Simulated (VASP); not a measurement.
# InSe (P2/m) in VASP: single point with r2SCAN

Aim: the single point of InSe with r2SCAN.

Everything below comes from runs of VASP 6.6.1. Logs are shortened: lines on timing, memory, paths and dates and some standing lists are left out, and cuts for length are marked.

**1. The cell of the first run**

Symmetry: P2/m, No. 10, monoclinic system. Conventional cell: a = 5.075 Å, b = 4.101 Å, c = 10.961 Å, α = 90.00°, β = 91.86°, γ = 90.00°. In (site symmetry m) has 3 Se at 2.68 to 2.69 Å and 1 In at 2.80 Å within 3.5 Å. In (site symmetry m) has 3 Se at 2.68 to 2.69 Å and 1 In at 3.29 Å within 3.5 Å. Within 3.5 Å of Se (site symmetry m) lie 3 In at 2.68 to 2.69 Å. Se (site symmetry m) has 7 In at 2.68 to 4.19 Å and 7 Se at 3.57 to 4.10 Å within 4.2 Å.

**2. Single point, r2SCAN (the part above a cut slid along it)**

POSCAR reads:

```
InSe
1.0
    1.6423826481      0.0000000000     -4.8022569849
    0.0000000000      4.1010986990      0.0000000000
   10.4810669846      0.0000000000      3.2078763060
In Se
4 4
Direct
    0.7238866935      0.0000000000      0.3881706646
    0.0738866935      0.5000000000      0.8881706646
   -0.0238866935      0.0000000000      0.6118293354
    0.6261133065      0.5000000000      0.1118293354
    0.9447410863      0.0000000000      0.1618440374
    0.2947410863      0.5000000000      0.6618440374
   -0.2447410863      0.0000000000      0.8381559626
    0.4052589137      0.5000000000      0.3381559626
```

INCAR.step1 reads:

```
ALGO = Normal
EDIFF = 1E-4
ENCUT = 520
GGA = PE
ISMEAR = 0
LASPH = True
LCHARG = False
LREAL = False
LWAVE = True
NBANDS = 48
NELM = 80
PREC = Accurate
SIGMA = 0.05
```

INCAR.step2 reads:

```
ALGO = Normal
EDIFF = 1E-7
ENCUT = 520
ISIF = 2
ISMEAR = 0
ISTART = 1
LASPH = True
LCHARG = True
LELF = True
LMIXTAU = True
LREAL = False
LVHAR = True
LWAVE = False
METAGGA = R2SCAN
NBANDS = 48
NELM = 80
PREC = Accurate
SIGMA = 0.05
```

KPOINTS reads:

```
k-points
0
Gamma
  5 7 3
```

Potentials or basis: VASP PAW PBE potentials, release 64 (In_d, Se).

Launch:

```console
$ cat potpaw_PBE.64/In_d/POTCAR potpaw_PBE.64/Se/POTCAR > POTCAR
$ cp INCAR.step1 INCAR
$ mpirun -np 1 vasp_std > vasp.out
$ cp INCAR.step2 INCAR
$ mpirun -np 1 vasp_std > vasp.out
```

OUTCAR:

```text
EDIFF = 1E-7
   ENCUT = 520
   ISIF = 2
   ISMEAR = 0
   ISTART = 1
   LASPH = True
   LREAL = False
   METAGGA = R2SCAN
   NELM = 80
   PREC = Accurate

 ion  position               nearest neighbor table
   1  0.724  0.000  0.388-   8 2.68   8 2.68   5 2.69   3 2.80   4 3.70   4 3.70
   2  0.074  0.500  0.888-   7 2.68   7 2.68   6 2.69   4 3.29   3 3.70   3 3.70   4 3.78
   3  0.976  0.000  0.612-   6 2.68   6 2.68   7 2.69   1 2.80   2 3.70   2 3.70
   4  0.626  0.500  0.112-   5 2.68   5 2.68   8 2.69   2 3.29   1 3.70   1 3.70   2 3.78
   5  0.945  0.000  0.162-   4 2.68   4 2.68   1 2.69
   6  0.295  0.500  0.662-   3 2.68   3 2.68   2 2.69
   7  0.755  0.000  0.838-   2 2.68   2 2.68   3 2.69
   8  0.405  0.500  0.338-   1 2.68   1 2.68   4 2.69

  LATTYP: Found a simple monoclinic cell.
 ALAT       =     5.0753416547
 B/A-ratio  =     0.8080438674
 C/A-ratio  =     2.1596549993
 COS(beta)  =    -0.0325157584

  Lattice vectors:

 A1 = (   1.6423826481,   0.0000000000,  -4.8022569849)
 A2 = (   0.0000000000,  -4.1010986990,   0.0000000000)
 A3 = ( -10.4810669846,   0.0000000000,  -3.2078763060)

Analysis of symmetry for initial positions (statically):
=====================================================================
 Subroutine PRICEL returns:
 Original cell was already a primitive cell.

 Routine SETGRP: Setting up the symmetry group for a
 simple monoclinic supercell.

 Subroutine GETGRP returns: Found  4 space group operations
 (whereof  2 operations were pure point group operations)
 out of a pool of  4 trial point group operations.

The static configuration has the point symmetry C_1h.
 The point group associated with its full space group is C_2h.

Analysis of symmetry for dynamics (positions and initial velocities):
=====================================================================
 Subroutine PRICEL returns:
 Original cell was already a primitive cell.

 Routine SETGRP: Setting up the symmetry group for a
 simple monoclinic supercell.

 Subroutine GETGRP returns: Found  4 space group operations
 (whereof  2 operations were pure point group operations)
 out of a pool of  4 trial point group operations.

The dynamic configuration has the point symmetry C_1h.
 The point group associated with its full space group is C_2h.

 Subroutine INISYM returns: Found  4 space group operations
 (whereof  2 operations are pure point group operations),
 and found     1 'primitive' translations

----------------------------------------------------------------------------------------

                                     Primitive cell

  volume of cell :     228.0266

  direct lattice vectors                    reciprocal lattice vectors
     1.642382648  0.000000000 -4.802256985     0.057694229  0.000000000 -0.188503864
     0.000000000  4.101098699  0.000000000     0.000000000  0.243837097  0.000000000
    10.481066985  0.000000000  3.207876306     0.086369451  0.000000000  0.029538546

  length of vectors
     5.075341655  4.101098699 10.960986978     0.197135311  0.243837097  0.091280927

  position of ions in fractional coordinates (direct lattice)
     0.723886693  0.000000000  0.388170665
     0.073886694  0.500000000  0.888170665
     0.976113306  0.000000000  0.611829335
     0.626113307  0.500000000  0.111829335
     0.944741086  0.000000000  0.161844037
     0.294741086  0.500000000  0.661844037
     0.755258914  0.000000000  0.838155963
     0.405258914  0.500000000  0.338155963

  ion indices of the primitive-cell ions
   primitive index   ion index
                 1           1
                 2           2
                 3           3
                 4           4
                 5           5
                 6           6
                 7           7
                 8           8

----------------------------------------------------------------------------------------

 KPOINTS: k-points

Automatic generation of k-mesh.
 Grid dimensions read from file:
 generate k-points for:    5    7    3

 Generating k-lattice:

  Cartesian coordinates                     Fractional coordinates (reciprocal lattice)
     0.011538846  0.000000000 -0.037700773     0.200000000  0.000000000  0.000000000
     0.000000000  0.034833871  0.000000000     0.000000000  0.142857143  0.000000000
     0.028789817  0.000000000  0.009846182    -0.000000000  0.000000000  0.333333333

  Length of vectors
     0.039427062  0.034833871  0.030426976

  Shift w.r.t. Gamma in fractional coordinates (k-lattice)
     0.000000000  0.000000000  0.000000000

 Subroutine IBZKPT returns following result:
 ===========================================

 Found     32 irreducible k-points:

 Following reciprocal coordinates:
            Coordinates               Weight
  0.000000  0.000000  0.000000      1.000000
  0.200000  0.000000  0.000000      2.000000
  0.400000  0.000000  0.000000      2.000000
  0.000000  0.142857  0.000000      2.000000
  0.200000  0.142857  0.000000      4.000000
  0.400000  0.142857  0.000000      4.000000
[... 16 lines left out ...]
  0.000000  0.285714  0.333333      4.000000
  0.200000  0.285714  0.333333      4.000000
 [... further k-points ...]
   k-points           NKPTS =     32   k-points in BZ     NKDIM =     32   number of bands    NBANDS=     48
   number of dos      NEDOS =    301   number of ions     NIONS =      8
   total plane-waves  NPLWV = 107520
   dimension x,y,z NGX =    40 NGY =   32 NGZ =   84
   dimension x,y,z NGXF=    80 NGYF=   64 NGZF=  168
   ions per type =               4   4
   NGX,Y,Z   is equivalent  to a cutoff of  13.10, 12.97, 12.74 a.u.
   NGXF,Y,Z  is equivalent  to a cutoff of  26.20, 25.94, 25.48 a.u.
 SYSTEM =  unknown system
   PREC   = accura    normal or accurate (medium, high low for compatibility)
   ISTART =      1    job   : 0-new  1-cont  2-samecut
   ICHARG =      0    charge: 1-file 2-atom 10-const
   ISPIN  =      1    spin polarized calculation?
   LNONCOLLINEAR =      F non collinear calculations
   LSORBIT =      F    spin-orbit coupling
   LASPH  =      T    aspherical Exc in radial PAW
   ENCUT  =  520.0 eV  38.22 Ry    6.18 a.u.   9.44  7.63 20.38*2*pi/ulx,y,z
   NELM   =     80;   NELMIN=  2; NELMDL=  0     # of ELM steps
   EDIFF  = 0.1E-06   stopping-criterion for ELM
   LREAL  =      F    real-space projection
   EDIFFG = 0.1E-05   stopping-criterion for IOM
   NSW    =      0    number of steps for IOM
   IBRION =     -1    ionic relax: 0-MD 1-quasi-New 2-CG
   NFREE  =      0    steps in history (QN), initial steepest desc. (CG)
   ISIF   =      2    stress and relaxation
   ISYM   =      2    0-nonsym 1-usesym 2-fastsym
   POTIM  = 0.5000    time-step for ionic-motion
   TEBEG  =    0.0;   TEEND  =   0.0 temperature during run
   PSTRESS=    0.0 pullay stress
   NELECT =      76.0000    total number of electrons
   NUPDOWN=      -1.0000    fix difference up-down
   EMIN   =  10.00;   EMAX   =-10.00  energy-range for DOS
   EFERMI =   0.00;   METHOD = LEGACY
   ISMEAR =     0;   SIGMA  =   0.05  broadening in eV -4-tet -1-fermi 0-gaus
   EFERMI_NEDOS =   21; number of points for ismear=-14 and -15
   IALGO  =     38    algorithm
   IMIX   =      4    mixing-type and parameters
     AMIX     =   0.40;   BMIX     =  1.00
     AMIX_MAG =   1.60;   BMIX_MAG =  1.00
  volume/ion in A,a.u.               =      28.50       192.35
  Fermi-wavevector in a.u.,A,eV,Ry     =   1.135057  2.144946 17.529115  1.288354
  Thomas-Fermi vector in A             =   2.271761
   LORBIT       =      0    0 simple, 1 ext, 2 COOP (PROOUT), +10 PAW based schemes
   METAGGA = R2SCAN    functional components
   LHFCALC =     F    Hartree Fock is set to
   AEXX    =    0.0000 exact exchange contribution
   IVDW    =     0    specifies the selected vdW correction
   LEPSILON=     F    determine dielectric tensor
   LRPA    =     F    only Hartree local field effects (RPA)
 non-spin polarized calculation
 Gauss-broadening in eV      SIGMA  =   0.05
  energy-cutoff  :      520.00
  volume of cell :      228.03
 maximum number of plane-waves:      6180
 NGX is ok and might be reduce to    40
   NGX = 19   NGY = 15   NGZ = 41

 number of electron      75.9999983 magnetization

 Free energy of the ion-electron system (eV)
  ---------------------------------------------------
  ext. energy  EPLUGINS =         0.00000000
  ---------------------------------------------------
  free energy    TOTEN  =      -151.42862943 eV

  energy without entropy =     -151.42862943  energy(sigma->0) =     -151.42862943

 E-fermi :   4.2462     XC(G=0):  -9.6304

 val. band max:        4.0404949727   @ k =   0.0000   0.0000   0.0000
 cond. band min:       4.5285880196   @ k =  -0.4000   0.2857   0.3333
 fundamental gap:      0.4880930469
 Fermi energy:         4.2461940846

 k-point     1 :       0.0000    0.0000    0.0000
  band No.  band energies     occupation
      1     -11.2894      2.00000
      2     -11.2800      2.00000
      3     -11.1697      2.00000
      4     -11.0408      2.00000
      5     -10.9697      2.00000
      6     -10.9604      2.00000
[... 40 lines left out ...]
     47       9.5188      0.00000
     48       9.8310      0.00000

 k-point     2 :       0.2000    0.0000    0.0000
  band No.  band energies     occupation
      1     -11.2962      2.00000
      2     -11.2838      2.00000
      3     -11.1731      2.00000
      4     -11.0415      2.00000
      5     -10.9694      2.00000
      6     -10.9583      2.00000
[... 40 lines left out ...]
     47       9.6011      0.00000
     48       9.9334      0.00000

 k-point     3 :       0.4000    0.0000    0.0000
  band No.  band energies     occupation
      1     -11.3058      2.00000
      2     -11.2906      2.00000
      3     -11.1769      2.00000
      4     -11.0424      2.00000
      5     -10.9690      2.00000
      6     -10.9547      2.00000
[... 40 lines left out ...]
     47       9.0949      0.00000
     48       9.9673      0.00000

 k-point     4 :       0.0000    0.1429    0.0000
  band No.  band energies     occupation
      1     -11.2875      2.00000
      2     -11.2846      2.00000
      3     -11.1729      2.00000
      4     -11.0651      2.00000
      5     -11.0032      2.00000
      6     -10.9522      2.00000
[... 958 lines left out ...]
     47       9.2008      0.00000
     48       9.3018      0.00000

 k-point    23 :       0.0000    0.2857    0.3333
  band No.  band energies     occupation
      1     -11.2958      2.00000
      2     -11.2861      2.00000
      3     -11.1845      2.00000
      4     -11.1238      2.00000
      5     -11.1099      2.00000
      6     -10.9648      2.00000
[... 40 lines left out ...]
     47       9.1573      0.00000
     48       9.5442      0.00000

 k-point    24 :       0.2000    0.2857    0.3333
  band No.  band energies     occupation
      1     -11.3067      2.00000
      2     -11.2891      2.00000
      3     -11.1847      2.00000
      4     -11.1344      2.00000
      5     -11.1101      2.00000
      6     -10.9654      2.00000
[... 40 lines left out ...]
     47       9.5471      0.00000
     48       9.8281      0.00000

 [... further k-points ...]

------------------------ aborting loop because EDIFF is reached ----------------------------------------

  FORCE on cell =-STRESS in cart. coord.  units (eV):
  Direction    XX          YY          ZZ          XY          YZ          ZX
  --------------------------------------------------------------------------------------
  -------------------------------------------------------------------------------------
  Total       -1.4565121      1.5593848      1.3932373      0.0000000      0.0000000      3.5335080
  in kB      -10.2338540     10.9566657      9.7892677      0.0000000      0.0000000     24.8273975
  external PRESSURE =       3.5040265 kB  Pullay stress =       0.0000000 kB

 VOLUME and BASIS-vectors are now :
 -----------------------------------------------------------------------------
  energy-cutoff  :      520.00
  volume of cell :      228.03
      direct lattice vectors                 reciprocal lattice vectors
     1.642382648  0.000000000 -4.802256985     0.057694229  0.000000000 -0.188503864
     0.000000000  4.101098699  0.000000000     0.000000000  0.243837097  0.000000000
    10.481066985  0.000000000  3.207876306     0.086369451  0.000000000  0.029538546

 POSITION                                       TOTAL-FORCE (eV/Angst)
 -----------------------------------------------------------------------------------
      5.25734      0.00000     -2.23109        -0.018129      0.000000      0.043748
      9.43033      2.05055      2.49432         0.723512      0.000000     -0.891825
      8.01578      0.00000     -2.72487         0.018129      0.000000     -0.043748
      2.20041      2.05055     -2.64802        -0.723512      0.000000      0.891825
      3.24792      0.00000     -4.01771         0.159678      0.000000     -0.088916
      7.42091      2.05055      0.70769        -0.171152      0.000000     -0.216032
     10.02519      0.00000     -0.93825        -0.159678      0.000000      0.088916
      4.20983      2.05055     -0.86139         0.171152      0.000000      0.216032
 -----------------------------------------------------------------------------------
    total drift:                                0.000000      0.000000      0.000000

  FREE ENERGIE OF THE ION-ELECTRON SYSTEM (eV)
  ---------------------------------------------------
  free  energy   TOTEN  =      -151.4286294301 eV

  energy  without entropy=     -151.4286294300  energy(sigma->0) =     -151.42862943
```

It took 18 min on 1 thread of Intel Xeon 6975P-C (Granite Rapids), shared host; peak memory 0.52 GiB.

Results:

```
Free energy            : -151.4286 eV
Pressure               : 0.4 GPa
Largest force          : 1.148 eV/Å
Band gap on the k mesh : 0.49 eV (least direct gap 0.56 eV)
```

Forces in eV/Å, atoms in the order of the input:
```
In  -0.018  0.000  0.044
In   0.724  0.000 -0.892
In   0.018  0.000 -0.044
In  -0.724  0.000  0.892
Se   0.160  0.000 -0.089
Se  -0.171  0.000 -0.216
Se  -0.160  0.000  0.089
Se   0.171  0.000  0.216
```

Levels at points of the mesh, in eV from the valence-band top:
| k point | band 35 | band 36 | band 37 | band 38 | band 39 | band 40 | band 41 | band 42 |
| --- | --- | --- | --- | --- | --- | --- | --- | --- |
| (0.00, 0.00, 0.00) | -1.59 | -1.39 | -1.12 | 0.00 | 1.11 | 2.07 | 2.21 | 3.03 |

Caveat: the cell differs from its parent crystal (the part above a cut slid along it); the PAW data sets were made with another functional, which shifts forces and pressure a little; spin-orbit coupling is left out, which moves the levels of the heavy elements.
